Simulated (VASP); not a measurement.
# Ag in VASP: a series of runs

Runs on Ag. Level: r2SCAN. Tasks: electric field gradients.

Program: VASP 6.6.1. These are calculated values, not measurements. Logs are shortened: lines on timing, memory, paths and dates and some standing lists are left out, and cuts for length are marked.

## 1. The cell of the first run

Symmetry: Fm-3m, No. 225, cubic system. Conventional cell: a = 4.104 Å, b = 4.104 Å, c = 4.104 Å, α = 90.00°, β = 90.00°, γ = 90.00°. Within 3.8 Å of Ag (site symmetry m-3m) lie 12 Ag at 2.90 Å.

## 2. Electric field gradients, r2SCAN

Contents of POSCAR:

```
Ag
1.0
    0.0000000000      2.0521781806      2.0521781806
    2.0521781806      0.0000000000      2.0521781806
    2.0521781806      2.0521781806      0.0000000000
Ag
1
Direct
    0.0000000000      0.0000000000      0.0000000000
```

Contents of INCAR.step1:

```
SYSTEM = Ag
PREC = Accurate
ENCUT = 520
ISMEAR = -1
SIGMA = 0.05
LREAL = .FALSE.
LASPH = .TRUE.
NELM = 60
NBANDS = 12
GGA = PE
ALGO = Normal
EDIFF = 1E-4
LWAVE = .TRUE.
LCHARG = .FALSE.
```

Contents of INCAR.step2:

```
SYSTEM = Ag
PREC = Accurate
ENCUT = 520
EDIFF = 1E-8
ISMEAR = -1
SIGMA = 0.05
LREAL = .FALSE.
LASPH = .TRUE.
NELM = 60
ALGO = Normal
ISIF = 2
LWAVE = .FALSE.
LCHARG = .FALSE.
METAGGA = R2SCAN
LMIXTAU = .TRUE.
LEFG = .TRUE.
NBANDS = 12
ISTART = 1
```

Contents of KPOINTS:

```
regular mesh
0
G
  14 14 14
  0 0 0
```

Potentials or basis: VASP PAW PBE potentials, release 64 (Ag).

On the command line:

```console
$ cat potpaw_PBE.64/Ag/POTCAR > POTCAR
$ cp INCAR.step1 INCAR
$ mpirun -np 1 vasp_std > vasp.out
$ cp INCAR.step2 INCAR
$ mpirun -np 1 vasp_std > vasp.out
```

OUTCAR:

```text
SYSTEM = Ag
   PREC = Accurate
   ENCUT = 520
   EDIFF = 1E-8
   ISMEAR = -1
   LREAL = .FALSE.
   LASPH = .TRUE.
   NELM = 60
   ISIF = 2
   METAGGA = R2SCAN
   ISTART = 1

 ion  position               nearest neighbor table
   1  0.000  0.000  0.000-

  LATTYP: Found a face centered cubic cell.
 ALAT       =     4.1043563612

  Lattice vectors:

 A1 = (   0.0000000000,   2.0521781806,   2.0521781806)
 A2 = (   2.0521781806,   0.0000000000,   2.0521781806)
 A3 = (   2.0521781806,   2.0521781806,   0.0000000000)

Analysis of symmetry for initial positions (statically):
=====================================================================
 Subroutine PRICEL returns:
 Original cell was already a primitive cell.

 Routine SETGRP: Setting up the symmetry group for a
 face centered cubic supercell.

 Subroutine GETGRP returns: Found 48 space group operations
 (whereof 48 operations were pure point group operations)
 out of a pool of 48 trial point group operations.

The static configuration has the point symmetry O_h .

Analysis of symmetry for dynamics (positions and initial velocities):
=====================================================================
 Subroutine PRICEL returns:
 Original cell was already a primitive cell.

 Routine SETGRP: Setting up the symmetry group for a
 face centered cubic supercell.

 Subroutine GETGRP returns: Found 48 space group operations
 (whereof 48 operations were pure point group operations)
 out of a pool of 48 trial point group operations.

The dynamic configuration has the point symmetry O_h .

 Subroutine INISYM returns: Found 48 space group operations
 (whereof 48 operations are pure point group operations),
 and found     1 'primitive' translations

----------------------------------------------------------------------------------------

                                     Primitive cell

  volume of cell :      17.2852

  direct lattice vectors                    reciprocal lattice vectors
     0.000000000  2.052178181  2.052178181    -0.243643561  0.243643561  0.243643561
     2.052178181  0.000000000  2.052178181     0.243643561 -0.243643561  0.243643561
     2.052178181  2.052178181  0.000000000     0.243643561  0.243643561 -0.243643561

[... 125 lines left out ...]
  free energy    TOTEN  =       -21.35809070 eV

  energy without entropy =      -21.35564308  energy(sigma->0) =      -21.35686689

 E-fermi :   8.1848     XC(G=0): -12.8738

 val. band max:        7.9723770850   @ k =   0.4286   0.3571   0.0000
 cond. band min:       8.2148736819   @ k =   0.5000   0.0714   0.0000
 fundamental gap:      0.2424965970
 Fermi energy:         8.1847822937

 k-point     1 :       0.0000    0.0000    0.0000
  band No.  band energies     occupation
      1       0.3881      2.00000
      2       3.1547      2.00000
      3       3.1547      2.00000
      4       3.1547      2.00000
      5       4.1744      2.00000
      6       4.1744      2.00000
      7      24.8638      0.00000
      8      28.5066      0.00000
      9      28.5066      0.00000
     10      28.5066      0.00000
     11      33.4311      0.00000
     12      34.3939      0.00000
[... 331 lines left out ...]
 k-point    24 :       0.2857    0.1429    0.0000
  band No.  band energies     occupation
      1       2.0579      2.00000
      2       2.7792      2.00000
      3       3.3885      2.00000
      4       3.6472      2.00000
      5       4.5612      2.00000
      6       4.5733      2.00000
      7      20.5710      0.00000
      8      24.8520      0.00000
      9      25.0947      0.00000
     10      27.2230      0.00000
     11      30.6029      0.00000
     12      34.1545      0.00000

 [... further k-points ...]

------------------------ aborting loop because EDIFF is reached ----------------------------------------

  FORCE on cell =-STRESS in cart. coord.  units (eV):
  Direction    XX          YY          ZZ          XY          YZ          ZX
  --------------------------------------------------------------------------------------
  -------------------------------------------------------------------------------------
  Total        0.0158953      0.0158953      0.0158953     -0.0000000      0.0000000      0.0000000
  in kB        1.4733427      1.4733427      1.4733427     -0.0000000      0.0000000      0.0000000
  external PRESSURE =       1.4733427 kB  Pullay stress =       0.0000000 kB

 VOLUME and BASIS-vectors are now :
 -----------------------------------------------------------------------------
  energy-cutoff  :      520.00
  volume of cell :       17.29
      direct lattice vectors                 reciprocal lattice vectors
     0.000000000  2.052178181  2.052178181    -0.243643561  0.243643561  0.243643561
     2.052178181  0.000000000  2.052178181     0.243643561 -0.243643561  0.243643561
     2.052178181  2.052178181  0.000000000     0.243643561  0.243643561 -0.243643561

 POSITION                                       TOTAL-FORCE (eV/Angst)
 -----------------------------------------------------------------------------------
      0.00000      0.00000      0.00000         0.000000      0.000000      0.000000
 -----------------------------------------------------------------------------------
    total drift:                               -0.000000     -0.000000     -0.000000

  FREE ENERGIE OF THE ION-ELECTRON SYSTEM (eV)
  ---------------------------------------------------
  free  energy   TOTEN  =       -21.3580907044 eV

  energy  without entropy=      -21.3556430836  energy(sigma->0) =      -21.35686689

 Electric field gradients (V/A^2)
---------------------------------------------------------------------
 ion       V_xx      V_yy      V_zz      V_xy      V_xz      V_yz
---------------------------------------------------------------------
   1      -0.000    -0.000     0.000     0.001     0.001     0.001
---------------------------------------------------------------------

 Electric field gradients after diagonalization (V/A^2)
 (convention: |V_zz| > |V_xx| > |V_yy|)
----------------------------------------------------------------------
 ion       V_xx      V_yy      V_zz     asymmetry (V_yy - V_xx)/ V_zz
----------------------------------------------------------------------
   1      -0.001    -0.001     0.001       0.000
----------------------------------------------------------------------

           NMR quadrupolar parameters

 Cq : quadrupolar parameter    Cq=e*Q*V_zz/h
 eta: asymmetry parameters     (V_yy - V_xx)/ V_zz
 Q  : nuclear electric quadrupole moment in mb (millibarn)
----------------------------------------------------------------------
 ion       Cq(MHz)       eta       Q (mb)
----------------------------------------------------------------------
   1       0.000       0.000       1.000
----------------------------------------------------------------------
```

OUTCAR.step1:

```text
SYSTEM = Ag
   PREC = Accurate
   ENCUT = 520
   ISMEAR = -1
   LREAL = .FALSE.
   LASPH = .TRUE.
[... 577 lines left out ...]
 -----------------------------------------------------------------------------------
      0.00000      0.00000      0.00000         0.000000      0.000000     -0.000000
 -----------------------------------------------------------------------------------
    total drift:                               -0.000000     -0.000000     -0.000000

  FREE ENERGIE OF THE ION-ELECTRON SYSTEM (eV)
  ---------------------------------------------------
  free  energy   TOTEN  =        -2.7132753530 eV

  energy  without entropy=       -2.7108860486  energy(sigma->0) =       -2.71208070
```

OSZICAR.step1:

```text
N       E                     dE             d eps       ncg     rms          rms(c)
DAV:   1     0.519904591069E+02    0.51990E+02   -0.54626E+03  2520   0.826E+02
DAV:   2    -0.209054166716E+01   -0.54081E+02   -0.50822E+02  2872   0.193E+02
DAV:   3    -0.296279817824E+01   -0.87226E+00   -0.87178E+00  2944   0.257E+01
DAV:   4    -0.296537955669E+01   -0.25814E-02   -0.25813E-02  2888   0.148E+00
DAV:   5    -0.296539919668E+01   -0.19640E-04   -0.19640E-04  2864   0.117E-01    0.505E+00
DAV:   6    -0.272386247375E+01    0.24154E+00   -0.94972E-01  2692   0.872E+00    0.328E+00
DAV:   7    -0.271607260460E+01    0.77899E-02   -0.96810E-03  2880   0.930E-01    0.186E+00
DAV:   8    -0.271326948911E+01    0.28031E-02   -0.68971E-04  2776   0.199E-01    0.929E-02
DAV:   9    -0.271327535303E+01   -0.58639E-05   -0.67641E-06  1636   0.200E-02
   1 F= -.27132754E+01 E0= -.27120807E+01  d E =-.238930E-02
```

It took 89 s on 1 thread of AMD EPYC 7R13 (Zen 3), shared host; peak memory 0.12 GiB.

What came out:

```
Free energy : -21.3581 eV
Pressure    : 0.1 GPa
```

Caveat: without QUAD_EFG the Cq values of the log hold for a quadrupole moment of 1 mb, not for the nuclei; the PAW data sets were made with another functional, which shifts forces and pressure a little.

## 3. Electric field gradients, r2SCAN (z stretched by +1.5 % at fixed volume)

Contents of POSCAR:

```
Ag
1.0
    0.0000000000      2.0369578605      2.0829608533
    2.0369578605      0.0000000000      2.0829608533
    2.0369578605      2.0369578605      0.0000000000
Ag
1
Direct
    0.0000000000      0.0000000000      0.0000000000
```

Contents of INCAR.step1:

```
ALGO     = Normal         # electronic algorithm
EDIFF    = 1E-4           # SCF threshold, eV
ENCUT    = 520            # plane-wave cutoff, eV
GGA      = PE             # functional
ISMEAR   = -1             # smearing method
LASPH    = True           # aspherical terms in the spheres
LCHARG   = False          # write CHGCAR
LREAL    = False          # projectors in reciprocal space
LWAVE    = True           # write WAVECAR
NBANDS   = 12             # bands
NELM     = 100            # most SCF steps
PREC     = Accurate       # precision mode
SIGMA    = 0.05           # smearing width, eV
```

Contents of INCAR.step2:

```
ALGO     = Normal         # electronic algorithm
EDIFF    = 1E-8           # SCF threshold, eV
ENCUT    = 520            # plane-wave cutoff, eV
ISIF     = 2              # what is computed and relaxed
ISMEAR   = -1             # smearing method
ISTART   = 1            
LASPH    = True           # aspherical terms in the spheres
LCHARG   = False          # write CHGCAR
LEFG     = True         
LMIXTAU  = True         
LREAL    = False          # projectors in reciprocal space
LWAVE    = False          # write WAVECAR
METAGGA  = R2SCAN         # meta-GGA
NBANDS   = 12             # bands
NELM     = 100            # most SCF steps
PREC     = Accurate       # precision mode
SIGMA    = 0.05           # smearing width, eV
```

Contents of KPOINTS:

```
k-points
0
Gamma
  14 14 14
```

Potentials or basis: VASP PAW PBE potentials, release 64 (Ag).

On the command line:

```console
$ cat potpaw_PBE.64/Ag/POTCAR > POTCAR
$ cp INCAR.step1 INCAR
$ mpirun -np 1 vasp_std > vasp.out
$ cp INCAR.step2 INCAR
$ mpirun -np 1 vasp_std > vasp.out
```

OUTCAR:

```text
EDIFF = 1E-8
   ENCUT = 520
   ISIF = 2
   ISMEAR = -1
   ISTART = 1
   LASPH = True
   LREAL = False
   METAGGA = R2SCAN
   NELM = 100
   PREC = Accurate

 ion  position               nearest neighbor table
   1  0.000  0.000  0.000-

  LATTYP: Found a body centered tetragonal cell.
 ALAT       =     2.8806934323
 C/A-ratio  =     1.4461523951

  Lattice vectors:

 A1 = (  -2.0369578605,   0.0000000000,   2.0829608533)
 A2 = (   2.0369578605,   0.0000000000,   2.0829608533)
 A3 = (   0.0000000000,   2.0369578605,  -2.0829608533)

Analysis of symmetry for initial positions (statically):
=====================================================================
 Subroutine PRICEL returns:
 Original cell was already a primitive cell.

 Routine SETGRP: Setting up the symmetry group for a
 body centered tetragonal supercell.

 Subroutine GETGRP returns: Found 16 space group operations
 (whereof 16 operations were pure point group operations)
 out of a pool of 16 trial point group operations.

The static configuration has the point symmetry D_4h.

Analysis of symmetry for dynamics (positions and initial velocities):
=====================================================================
 Subroutine PRICEL returns:
 Original cell was already a primitive cell.

 Routine SETGRP: Setting up the symmetry group for a
 body centered tetragonal supercell.

 Subroutine GETGRP returns: Found 16 space group operations
 (whereof 16 operations were pure point group operations)
[... 163 lines left out ...]
      7      24.8720      0.00000
      8      28.3165      0.00000
      9      28.6033      0.00000
     10      28.6033      0.00000
     11      33.4287      0.00000
     12      34.3118      0.00000
[... 331 lines left out ...]
 k-point    24 :       0.2857    0.1429    0.0000
  band No.  band energies     occupation
      1       2.0342      2.00000
      2       2.7395      2.00000
      3       3.3469      2.00000
      4       3.7030      2.00000
      5       4.5562      2.00000
      6       4.5827      2.00000
      7      20.6713      0.00000
      8      24.9950      0.00000
      9      25.0462      0.00000
     10      26.9308      0.00000
     11      30.6458      0.00000
     12      34.2106      0.00000

 [... further k-points ...]

------------------------ aborting loop because EDIFF is reached ----------------------------------------

  FORCE on cell =-STRESS in cart. coord.  units (eV):
  Direction    XX          YY          ZZ          XY          YZ          ZX
  --------------------------------------------------------------------------------------
  -------------------------------------------------------------------------------------
  Total        0.0521922      0.0521922     -0.0437137      0.0000000      0.0000000      0.0000000
  in kB        4.8377241      4.8377241     -4.0518474      0.0000000      0.0000000      0.0000000
  external PRESSURE =       1.8745336 kB  Pullay stress =       0.0000000 kB

 VOLUME and BASIS-vectors are now :
 -----------------------------------------------------------------------------
  energy-cutoff  :      520.00
  volume of cell :       17.29
      direct lattice vectors                 reciprocal lattice vectors
     0.000000000  2.036957860  2.082960853    -0.245464086  0.245464086  0.240042917
     2.036957860  0.000000000  2.082960853     0.245464086 -0.245464086  0.240042917
     2.036957860  2.036957860  0.000000000     0.245464086  0.245464086 -0.240042917

 POSITION                                       TOTAL-FORCE (eV/Angst)
 -----------------------------------------------------------------------------------
      0.00000      0.00000      0.00000         0.000000     -0.000000     -0.000000
 -----------------------------------------------------------------------------------
    total drift:                               -0.000000      0.000000      0.000000

  FREE ENERGIE OF THE ION-ELECTRON SYSTEM (eV)
  ---------------------------------------------------
  free  energy   TOTEN  =       -21.3574054656 eV

  energy  without entropy=      -21.3550918113  energy(sigma->0) =      -21.35624864

 Electric field gradients (V/A^2)
---------------------------------------------------------------------
 ion       V_xx      V_yy      V_zz      V_xy      V_xz      V_yz
---------------------------------------------------------------------
   1      -0.665    -0.665     1.330     0.001     0.000     0.000
---------------------------------------------------------------------

 Electric field gradients after diagonalization (V/A^2)
 (convention: |V_zz| > |V_xx| > |V_yy|)
----------------------------------------------------------------------
 ion       V_xx      V_yy      V_zz     asymmetry (V_yy - V_xx)/ V_zz
----------------------------------------------------------------------
   1      -0.666    -0.663     1.330       0.002
----------------------------------------------------------------------

           NMR quadrupolar parameters

 Cq : quadrupolar parameter    Cq=e*Q*V_zz/h
 eta: asymmetry parameters     (V_yy - V_xx)/ V_zz
 Q  : nuclear electric quadrupole moment in mb (millibarn)
----------------------------------------------------------------------
 ion       Cq(MHz)       eta       Q (mb)
----------------------------------------------------------------------
   1       0.003       0.002       1.000
----------------------------------------------------------------------
```

OUTCAR.step1:

```text
EDIFF = 1E-4
   ENCUT = 520
   GGA = PE
   ISMEAR = -1
   LASPH = True
[... 576 lines left out ...]

 POSITION                                       TOTAL-FORCE (eV/Angst)
 -----------------------------------------------------------------------------------
      0.00000      0.00000      0.00000         0.000000      0.000000     -0.000000
 -----------------------------------------------------------------------------------
    total drift:                               -0.000000      0.000000      0.000000

  FREE ENERGIE OF THE ION-ELECTRON SYSTEM (eV)
  ---------------------------------------------------
  free  energy   TOTEN  =        -2.7124859794 eV

  energy  without entropy=       -2.7100498420  energy(sigma->0) =       -2.71126791
```

Wall time 3.2 min (1 thread of AMD EPYC 7R13 (Zen 3), shared host); peak memory 0.15 GiB.

Results:

```yaml
Free_energy: -21.3574 eV
Pressure: 0.2 GPa
```

Stress tensor (GPa, compression positive):
```
 0.48  0.00  0.00
 0.00  0.48  0.00
 0.00  0.00 -0.41
```

Levels at points of the mesh, in eV from the Fermi level:
| k point | band 2 | band 3 | band 4 | band 5 | band 6 | band 7 | band 8 | band 9 | band 10 | band 11 |
| --- | --- | --- | --- | --- | --- | --- | --- | --- | --- | --- |
| (0.00, 0.00, 0.00) | -5.12 | -4.97 | -4.97 | -4.08 | -3.93 | 16.69 | 20.14 | 20.42 | 20.42 | 25.25 |
| (0.50, 0.00, 0.00) | -5.12 | -4.98 | -3.24 | -3.18 | -0.23 | 3.70 | 15.88 | 18.31 | 18.80 | 23.20 |
| (0.50, 0.50, 0.00) | -6.53 | -3.24 | -3.00 | -3.00 | 1.55 | 6.56 | 11.41 | 11.41 | 17.84 | 18.02 |
| (0.50, 0.00, 0.50) | -6.52 | -3.25 | -3.05 | -2.94 | 1.94 | 7.12 | 10.99 | 11.01 | 17.45 | 17.62 |

Electric field gradients, principal values (V/Å²):
| atom | least | middle | greatest (by size) |
| --- | --- | --- | --- |
| 1 Ag | -0.663 | -0.666 | 1.330 |

Caveat: without QUAD_EFG the Cq values of the log hold for a quadrupole moment of 1 mb, not for the nuclei; the PAW data sets were made with another functional, which shifts forces and pressure a little.

(Continued in part 2 of 2.)
